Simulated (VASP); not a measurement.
A run of VASP 6.6.1:

File INCAR:

```
SYSTEM = EuBi
PREC = Accurate ; ENCUT = 520
EDIFF = 1E-7 ; ISMEAR = 0
SIGMA = 0.05 ; LREAL = .FALSE.
LASPH = .TRUE. ; NELM = 150
ALGO = Fast ; ISIF = 2
LWAVE = .FALSE. ; LCHARG = .TRUE.
ISPIN = 2 ; MAGMOM = 7.25 0
LORBIT = 11 ; LMAXMIX = 6
GGA = PE ; LELF = .TRUE.
LVHAR = .TRUE. ; NBANDS = 27
```

Contents of KPOINTS:

```
Automatic mesh
0
G
  8 8 8
  0 0 0
```

File POSCAR:

```
EuBi
1.0
    0.0000000000      3.7138131101      3.7138131101
    3.7138131101      0.0000000000      3.7138131101
    3.7138131101      3.7138131101      0.0000000000
Eu Bi
1 1
Direct
    0.0000000000      0.0000000000      0.0000000000
    0.2500000000      0.2500000000      0.2500000000
```

Potentials or basis: VASP PAW PBE potentials, release 64 (Eu, Bi_d).

Run with:

```sh
$ cat potpaw_PBE.64/Eu/POTCAR potpaw_PBE.64/Bi_d/POTCAR > POTCAR
$ mpirun -np 1 vasp_std > vasp.out
```

Hardware: 1 thread of Intel(R) Xeon(R) 6975P-C (Granite Rapids), on a shared host.

Question: Estimate the wall time of this run.

Answer: It took 7.2 min on 1 thread of Intel(R) Xeon(R) 6975P-C (Granite Rapids) (shared host), peak memory 0.39 GiB. Counts: scf iterations 64, k points 29.
